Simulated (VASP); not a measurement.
# KZrF4 (Cmmm) in VASP: further runs

Runs on KZrF4. Level: PBE. Tasks: single point, relaxation of cell and atoms.

Program: VASP 6.6.1. These are calculated values, not measurements. Logs are shortened: lines on timing, memory, paths and dates and some standing lists are left out, and cuts for length are marked.

### Step 1. The cell of the first run

Symmetry: Cmmm, No. 65, orthorhombic system. The conventional cell has a = 7.919 Å, b = 7.995 Å, c = 3.675 Å, α = 90.00°, β = 90.00°, γ = 90.00°. Within 3.5 Å of K (site symmetry mmm) lie 6 F at 2.67 to 2.78 Å. Zr (site symmetry mmm) has 6 F at 2.02 to 2.20 Å within 2.7 Å. Within 2.7 Å of F (site symmetry 2mm) lie 1 Zr at 2.02 Å and 2 K at 2.67 Å. F (site symmetry m2m) has 2 Zr at 2.20 Å and 5 F at 2.44 to 2.99 Å and 1 K at 2.78 Å within 3.0 Å.

### Step 2. Single point, PBE

Input file INCAR:

```
  ALGO = Normal
  EDIFF = 1E-6
  ENCUT = 520
  GGA = PE
  ISIF = 2
  ISMEAR = 0
  LASPH = T
  LCHARG = F
  LREAL = F
  LWAVE = F
  NBANDS = 34
  NELM = 100
  PREC = Accurate
  SIGMA = 0.1
```

Input file KPOINTS:

```
k-points
0
Gamma
  4 4 4
```

Input file POSCAR:

```
KZrF4
1.0
    3.9975538196     -3.9595975513      0.0000000000
    3.9975538196      3.9595975513      0.0000000000
    0.0000000000      0.0000000000      3.6748755152
K Zr F
1 1 4
Direct
    0.5000000000      0.5000000000      0.5000000000
    0.0000000000      0.0000000000      0.0000000000
    0.7452161711      0.2547838289      0.0000000000
    0.2547838289      0.7452161711      0.0000000000
    0.8476904137      0.8476904137      0.5000000000
    0.1523095863      0.1523095863      0.5000000000
```

Potentials or basis: VASP PAW PBE potentials, release 64 (K_sv, Zr_sv, F).

The run is started by

```console
$ cat potpaw_PBE.64/K_sv/POTCAR potpaw_PBE.64/Zr_sv/POTCAR potpaw_PBE.64/F/POTCAR > POTCAR
$ mpirun -np 1 vasp_std > vasp.out
```

OUTCAR:

```text
EDIFF = 1E-6
   ENCUT = 520
   GGA = PE
   ISIF = 2
   ISMEAR = 0
   LASPH = T
   LREAL = F
   NELM = 100
   PREC = Accurate

 ion  position               nearest neighbor table
   1  0.500  0.500  0.500-   3 2.67   4 2.67   3 2.67   4 2.67   5 2.78   6 2.78
   2  0.000  0.000  0.000-   3 2.02   4 2.02   5 2.20   6 2.20   5 2.20   6 2.20
   3  0.745  0.255  0.000-   2 2.02   1 2.67   1 2.67
   4  0.255  0.745  0.000-   2 2.02   1 2.67   1 2.67
   5  0.848  0.848  0.500-   2 2.20   2 2.20   1 2.78
   6  0.152  0.152  0.500-   2 2.20   2 2.20   1 2.78

  LATTYP: Found a base centered orthorhombic cell.
 ALAT       =     7.9191951026
 B/A-ratio  =     1.0095858904
 C/A-ratio  =     0.4640465941

  Lattice vectors:

 A1 = (  -3.9975538196,  -3.9595975513,   0.0000000000)
 A2 = (   3.9975538196,  -3.9595975513,   0.0000000000)
 A3 = (   0.0000000000,   0.0000000000,   3.6748755152)

Analysis of symmetry for initial positions (statically):
=====================================================================
 Subroutine PRICEL returns:
 Original cell was already a primitive cell.

 Routine SETGRP: Setting up the symmetry group for a
 base centered orthorhombic supercell.

 Subroutine GETGRP returns: Found  8 space group operations
 (whereof  8 operations were pure point group operations)
 out of a pool of  8 trial point group operations.

The static configuration has the point symmetry D_2h.

Analysis of symmetry for dynamics (positions and initial velocities):
=====================================================================
 Subroutine PRICEL returns:
 Original cell was already a primitive cell.

 Routine SETGRP: Setting up the symmetry group for a
 base centered orthorhombic supercell.

 Subroutine GETGRP returns: Found  8 space group operations
 (whereof  8 operations were pure point group operations)
 out of a pool of  8 trial point group operations.

The dynamic configuration has the point symmetry D_2h.

 Subroutine INISYM returns: Found  8 space group operations
 (whereof  8 operations are pure point group operations),
 and found     1 'primitive' translations

----------------------------------------------------------------------------------------

                                     Primitive cell

  volume of cell :     116.3370

[... 93 lines left out ...]
   LREAL  =      F    real-space projection
   EDIFFG = 0.1E-04   stopping-criterion for IOM
   NSW    =      0    number of steps for IOM
   IBRION =     -1    ionic relax: 0-MD 1-quasi-New 2-CG
   NFREE  =      0    steps in history (QN), initial steepest desc. (CG)
   ISIF   =      2    stress and relaxation
   ISYM   =      2    0-nonsym 1-usesym 2-fastsym
   POTIM  = 0.5000    time-step for ionic-motion
   TEBEG  =    0.0;   TEEND  =   0.0 temperature during run
   PSTRESS=    0.0 pullay stress
   NELECT =      49.0000    total number of electrons
   NUPDOWN=      -1.0000    fix difference up-down
   EMIN   =  10.00;   EMAX   =-10.00  energy-range for DOS
   EFERMI =   0.00;   METHOD = LEGACY
   ISMEAR =     0;   SIGMA  =   0.10  broadening in eV -4-tet -1-fermi 0-gaus
   EFERMI_NEDOS =   21; number of points for ismear=-14 and -15
   IALGO  =     38    algorithm
   IMIX   =      4    mixing-type and parameters
     AMIX     =   0.40;   BMIX     =  1.00
     AMIX_MAG =   1.60;   BMIX_MAG =  1.00
  volume/ion in A,a.u.               =      19.39       130.85
  Fermi-wavevector in a.u.,A,eV,Ry     =   1.227159  2.318994 20.489277  1.505919
  Thomas-Fermi vector in A             =   2.362133
   LORBIT       =      0    0 simple, 1 ext, 2 COOP (PROOUT), +10 PAW based schemes
   GGA     = PE    functional components
   LHFCALC =     F    Hartree Fock is set to
   AEXX    =    0.0000 exact exchange contribution
   IVDW    =     0    specifies the selected vdW correction
   LEPSILON=     F    determine dielectric tensor
   LRPA    =     F    only Hartree local field effects (RPA)
 non-spin polarized calculation
 Gauss-broadening in eV      SIGMA  =   0.10
  energy-cutoff  :      520.00
  volume of cell :      116.34
 maximum number of plane-waves:      3153
 NGX is ok and might be reduce to    42
   NGX = 21   NGY = 21   NGZ = 13

 number of electron      48.9999997 magnetization

 Free energy of the ion-electron system (eV)
  ---------------------------------------------------
  ext. energy  EPLUGINS =         0.00000000
  ---------------------------------------------------
  free energy    TOTEN  =       -35.74951327 eV

  energy without entropy =      -35.71986772  energy(sigma->0) =      -35.73469049

 E-fermi :   3.4408     XC(G=0):  -8.0804

 val. band max:        3.4141935486   @ k =   0.5000   0.2500   0.5000
 cond. band min:       3.4443859202   @ k =   0.5000   0.2500   0.0000
 fundamental gap:      0.0301923715
 Fermi energy:         3.4407587231

 k-point     1 :       0.0000    0.0000    0.0000
  band No.  band energies     occupation
      1     -48.0203      2.00000
      2     -28.2121      2.00000
      3     -26.8866      2.00000
      4     -26.1469      2.00000
      5     -25.9800      2.00000
      6     -22.8423      2.00000
[... 766 lines left out ...]
     33       9.5449      0.00000
     34       9.6873      0.00000

------------------------ aborting loop because EDIFF is reached ----------------------------------------

  FORCE on cell =-STRESS in cart. coord.  units (eV):
  Direction    XX          YY          ZZ          XY          YZ          ZX
  --------------------------------------------------------------------------------------
  -------------------------------------------------------------------------------------
  Total       -0.3422508     -0.0192073     -0.2160082      0.0000000      0.0000000      0.0000000
  in kB       -4.7134298     -0.2645208     -2.9748340      0.0000000      0.0000000      0.0000000
  external PRESSURE =      -2.6509282 kB  Pullay stress =       0.0000000 kB

 VOLUME and BASIS-vectors are now :
 -----------------------------------------------------------------------------
  energy-cutoff  :      520.00
  volume of cell :      116.34
      direct lattice vectors                 reciprocal lattice vectors
     3.997553820 -3.959597551  0.000000000     0.125076490 -0.126275459  0.000000000
     3.997553820  3.959597551  0.000000000     0.125076490  0.126275459  0.000000000
     0.000000000  0.000000000  3.674875515     0.000000000  0.000000000  0.272118061

 POSITION                                       TOTAL-FORCE (eV/Angst)
 -----------------------------------------------------------------------------------
      3.99755      0.00000      1.83744         0.000000      0.000000      0.000000
      0.00000      0.00000      0.00000         0.000000      0.000000      0.000000
      3.99755     -1.94191      0.00000         0.000000      0.070615      0.000000
      3.99755      1.94191      0.00000         0.000000     -0.070615      0.000000
      6.77738      0.00000      1.83744         0.002473      0.000000      0.000000
      1.21773      0.00000      1.83744        -0.002473      0.000000     -0.000000
 -----------------------------------------------------------------------------------
    total drift:                                0.000000      0.000000     -0.000000

  FREE ENERGIE OF THE ION-ELECTRON SYSTEM (eV)
  ---------------------------------------------------
  free  energy   TOTEN  =       -35.7495132715 eV

  energy  without entropy=      -35.7198677151  energy(sigma->0) =      -35.73469049
```

OSZICAR:

```text
N       E                     dE             d eps       ncg     rms          rms(c)
DAV:   1     0.441448949184E+03    0.44145E+03   -0.26029E+04  1428   0.136E+03
DAV:   2    -0.117789344242E+02   -0.45323E+03   -0.44139E+03  1844   0.383E+02
DAV:   3    -0.396375231188E+02   -0.27859E+02   -0.27695E+02  2058   0.906E+01
DAV:   4    -0.407530363725E+02   -0.11155E+01   -0.11114E+01  2168   0.133E+01
DAV:   5    -0.407720615759E+02   -0.19025E-01   -0.19010E-01  1914   0.157E+00    0.206E+01
DAV:   6    -0.356635262613E+02    0.51085E+01   -0.22183E+01  1598   0.297E+01    0.834E+00
DAV:   7    -0.357300811949E+02   -0.66555E-01   -0.16046E+00  1772   0.700E+00    0.634E+00
DAV:   8    -0.357635672323E+02   -0.33486E-01   -0.30705E-01  1736   0.402E+00    0.246E+00
DAV:   9    -0.357468090588E+02    0.16758E-01   -0.57640E-02  1658   0.154E+00    0.236E-01
DAV:  10    -0.357489675452E+02   -0.21585E-02   -0.48407E-03  2044   0.442E-01    0.932E-02
DAV:  11    -0.357493805796E+02   -0.41303E-03   -0.59684E-04  1732   0.158E-01    0.409E-02
DAV:  12    -0.357494933895E+02   -0.11281E-03   -0.88053E-05  1658   0.565E-02    0.114E-02
DAV:  13    -0.357495125767E+02   -0.19187E-04   -0.18674E-05  1660   0.246E-02    0.618E-03
DAV:  14    -0.357495132715E+02   -0.69482E-06   -0.29091E-06  1572   0.111E-02
   1 F= -.35749513E+02 E0= -.35734690E+02  d E =-.296456E-01
```

stdout:

```text
POSCAR found type information on POSCAR K ZrF
 POSCAR found :  3 types and       6 ions
 scaLAPACK will be used
 LDA part: xc-table for (Slater+PW92), standard interpolation
 POSCAR, INCAR and KPOINTS ok, starting setup
 FFT: planning ... GRIDC
 FFT: planning ... GRID_SOFT
 FFT: planning ... GRID
 WAVECAR not read
 entering main loop
```

Wall time 100 s (1 thread of Oxide Virtual Turin-like, shared host); peak memory 0.21 GiB.

Results:

* Free energy: -35.7495 eV
* Pressure: -0.3 GPa
* Largest force: 0.071 eV/Å
* Band gap on the k mesh: zero (an odd number of electrons rules out a gap without spin polarisation)

Forces on the atoms (eV/Å):
```
K    0.000  0.000  0.000
Zr   0.000  0.000  0.000
F    0.000  0.071  0.000
F    0.000 -0.071  0.000
F    0.002  0.000  0.000
F   -0.002  0.000  0.000
```

Levels at points of the mesh, in eV from the Fermi level:
```csv
k point,band 23,band 24,band 25,band 26,band 27,band 28
"(0.00, 0.00, 0.00)",-6.62,-6.51,-0.41,0.88,1.10,1.34
"(0.50, 0.00, 0.00)",-6.74,-6.54,-0.03,0.91,1.06,1.98
"(0.50, 0.50, 0.00)",-6.61,-6.58,0.03,0.89,1.04,2.48
"(0.00, 0.00, 0.50)",-6.77,-6.56,-0.17,0.65,1.12,1.94
"(0.50, 0.00, 0.50)",-6.80,-6.64,-0.09,0.60,1.09,1.81
"(0.50, 0.50, 0.50)",-6.84,-6.52,0.04,0.59,1.11,1.79
```

Caveat: the k points lie up to 0.43 Å⁻¹ apart, too coarse for converged energies and pressures of a metal; an odd number of electrons without spin polarisation forces a metal; a magnetic or distorted state may lie lower.

### Step 3. Single point, PBE

This run uses another cell than the first one, of 21.06 Å³/atom.

Input file INCAR:

```
SYSTEM = KZrF4
ALGO = Normal
EDIFF = 1E-6
ENCUT = 520
GGA = PE
ISIF = 2
ISMEAR = 0
LASPH = .True.
LCHARG = .False.
LREAL = .False.
LWAVE = .False.
NBANDS = 34
NELM = 80
PREC = Accurate
SIGMA = 0.1
```

Input file KPOINTS:

```
k-points
0
Gamma
  4 4 4
  0 0 0
```

Input file POSCAR:

```
KZrF4
1.0
    4.0960857700     -4.0960857700      0.0000000000
    4.0960857700      4.0960857700      0.0000000000
    0.0000000000      0.0000000000      3.7652810300
K Zr F
1 1 4
Direct
    0.5000000000      0.5000000000      0.5000000000
    0.0000000000      0.0000000000      0.0000000000
    0.6950000000      0.3050000000      0.0000000000
    0.3050000000      0.6950000000      0.0000000000
    0.8050000000      0.8050000000      0.5000000000
    0.1950000000      0.1950000000      0.5000000000
```

Potentials or basis: VASP PAW PBE potentials, release 64 (K_sv, Zr_sv, F).

The run is started by

```console
$ cat potpaw_PBE.64/K_sv/POTCAR potpaw_PBE.64/Zr_sv/POTCAR potpaw_PBE.64/F/POTCAR > POTCAR
$ mpirun -np 1 vasp_std > vasp.out
```

OUTCAR:

```text
SYSTEM = KZrF4
   EDIFF = 1E-6
   ENCUT = 520
   GGA = PE
   ISIF = 2
   ISMEAR = 0
   LASPH = .True.
   LREAL = .False.
   NELM = 80
   PREC = Accurate

 ion  position               nearest neighbor table
   1  0.500  0.500  0.500-   3 2.47   4 2.47   3 2.47   4 2.47   5 2.50   6 2.50
   2  0.000  0.000  0.000-   5 2.47   6 2.47   5 2.47   6 2.47   3 2.50   4 2.50
   3  0.695  0.305  0.000-   1 2.47   1 2.47   2 2.50
   4  0.305  0.695  0.000-   1 2.47   1 2.47   2 2.50
   5  0.805  0.805  0.500-   2 2.47   2 2.47   1 2.50
   6  0.195  0.195  0.500-   2 2.47   2 2.47   1 2.50

  LATTYP: Found a simple tetragonal cell.
 ALAT       =     5.7927400486
 C/A-ratio  =     0.6499999997

  Lattice vectors:

 A1 = (   4.0960857700,  -4.0960857700,   0.0000000000)
 A2 = (   4.0960857700,   4.0960857700,   0.0000000000)
 A3 = (   0.0000000000,   0.0000000000,   3.7652810300)

Analysis of symmetry for initial positions (statically):
=====================================================================
[... 178 lines left out ...]

 val. band max:        0.9355327860   @ k =   0.5000   0.0000   0.0000
 cond. band min:       1.2517448897   @ k =   0.5000   0.0000   0.5000
 fundamental gap:      0.3162121037
 Fermi energy:         1.2482218953

 k-point     1 :       0.0000    0.0000    0.0000
  band No.  band energies     occupation
      1     -50.7111      2.00000
      2     -28.7117      2.00000
      3     -28.5535      2.00000
      4     -28.4584      2.00000
      5     -27.2142      2.00000
      6     -22.8574      2.00000
[... 766 lines left out ...]
     33       7.3735      0.00000
     34       9.0832      0.00000

------------------------ aborting loop because EDIFF is reached ----------------------------------------

  FORCE on cell =-STRESS in cart. coord.  units (eV):
  Direction    XX          YY          ZZ          XY          YZ          ZX
  --------------------------------------------------------------------------------------
  -------------------------------------------------------------------------------------
  Total       -4.2254250    -11.7407231     -8.2000776      0.0000000      0.0000000      0.0000000
  in kB      -53.5815783   -148.8812309   -103.9831733      0.0000000      0.0000000      0.0000000
  external PRESSURE =    -102.1486609 kB  Pullay stress =       0.0000000 kB

 VOLUME and BASIS-vectors are now :
 -----------------------------------------------------------------------------
  energy-cutoff  :      520.00
  volume of cell :      126.35
      direct lattice vectors                 reciprocal lattice vectors
     4.096085770 -4.096085770  0.000000000     0.122067756 -0.122067756  0.000000000
     4.096085770  4.096085770  0.000000000     0.122067756  0.122067756  0.000000000
     0.000000000  0.000000000  3.765281030     0.000000000  0.000000000  0.265584426

 POSITION                                       TOTAL-FORCE (eV/Angst)
 -----------------------------------------------------------------------------------
      4.09609      0.00000      1.88264         0.000000      0.000000      0.000000
      0.00000      0.00000      0.00000         0.000000      0.000000      0.000000
      4.09609     -1.59747      0.00000         0.000000     -3.307122     -0.000000
      4.09609      1.59747      0.00000         0.000000      3.307122      0.000000
      6.59470      0.00000      1.88264         2.436441      0.000000      0.000000
      1.59747      0.00000      1.88264        -2.436441      0.000000     -0.000000
 -----------------------------------------------------------------------------------
    total drift:                               -0.000000     -0.000000      0.000000

  FREE ENERGIE OF THE ION-ELECTRON SYSTEM (eV)
  ---------------------------------------------------
  free  energy   TOTEN  =       -32.6146997975 eV

  energy  without entropy=      -32.5727029181  energy(sigma->0) =      -32.59370136
```

OSZICAR:

```text
N       E                     dE             d eps       ncg     rms          rms(c)
DAV:   1     0.429327490555E+03    0.42933E+03   -0.25726E+04  1428   0.135E+03
DAV:   2    -0.115414082497E+02   -0.44087E+03   -0.42743E+03  1892   0.374E+02
DAV:   3    -0.396479018223E+02   -0.28106E+02   -0.27891E+02  2108   0.886E+01
DAV:   4    -0.405446589989E+02   -0.89676E+00   -0.88619E+00  2086   0.127E+01
DAV:   5    -0.405635596882E+02   -0.18901E-01   -0.18889E-01  1888   0.157E+00    0.148E+01
DAV:   6    -0.328675950251E+02    0.76960E+01   -0.31853E+01  1638   0.312E+01    0.708E+00
DAV:   7    -0.326689517781E+02    0.19864E+00   -0.19659E+00  1968   0.831E+00    0.360E+00
DAV:   8    -0.326011458425E+02    0.67806E-01   -0.30893E-01  1754   0.365E+00    0.857E-01
DAV:   9    -0.326084121160E+02   -0.72663E-02   -0.31923E-02  1842   0.108E+00    0.380E-01
DAV:  10    -0.326135354680E+02   -0.51234E-02   -0.73942E-03  1740   0.483E-01    0.127E-01
DAV:  11    -0.326145422405E+02   -0.10068E-02   -0.76567E-04  1854   0.170E-01    0.582E-02
DAV:  12    -0.326147013768E+02   -0.15914E-03   -0.33433E-04  1576   0.107E-01    0.225E-02
DAV:  13    -0.326146971601E+02    0.42167E-05   -0.35973E-05  1798   0.340E-02    0.100E-02
DAV:  14    -0.326146990778E+02   -0.19177E-05   -0.37521E-06  1480   0.118E-02    0.580E-03
DAV:  15    -0.326146997975E+02   -0.71967E-06   -0.26184E-06  1298   0.904E-03
   1 F= -.32614700E+02 E0= -.32593701E+02  d E =-.419969E-01
```

stdout:

```text
POSCAR found type information on POSCAR K ZrF
 POSCAR found :  3 types and       6 ions
 scaLAPACK will be used
 LDA part: xc-table for (Slater+PW92), standard interpolation
 POSCAR, INCAR and KPOINTS ok, starting setup
 FFT: planning ... GRIDC
 FFT: planning ... GRID_SOFT
 FFT: planning ... GRID
 WAVECAR not read
 entering main loop
```

Wall time 2.5 min (1 thread of Oxide Virtual Turin-like, shared host); peak memory 0.25 GiB.

Results:

| Item | Value |
| --- | --- |
| Free energy | -32.6147 eV |
| Pressure | -10.2 GPa |
| Largest force | 3.307 eV/Å |
| Band gap on the k mesh | zero (an odd number of electrons rules out a gap without spin polarisation) |

Forces on the atoms (eV/Å):
```
K    0.000  0.000  0.000
Zr   0.000  0.000  0.000
F    0.000 -3.307  0.000
F    0.000  3.307  0.000
F    2.436  0.000  0.000
F   -2.436  0.000  0.000
```

Stress tensor (GPa, compression positive):
```
 -5.36   0.00   0.00
  0.00 -14.89   0.00
  0.00   0.00 -10.40
```

Caveat: the k points lie up to 0.42 Å⁻¹ apart, too coarse for converged energies and pressures of a metal; an odd number of electrons without spin polarisation forces a metal; a magnetic or distorted state may lie lower.

[end of part 1 of 2]

The gap in the log of VASP goes by the Fermi energy; the results here count the filled bands.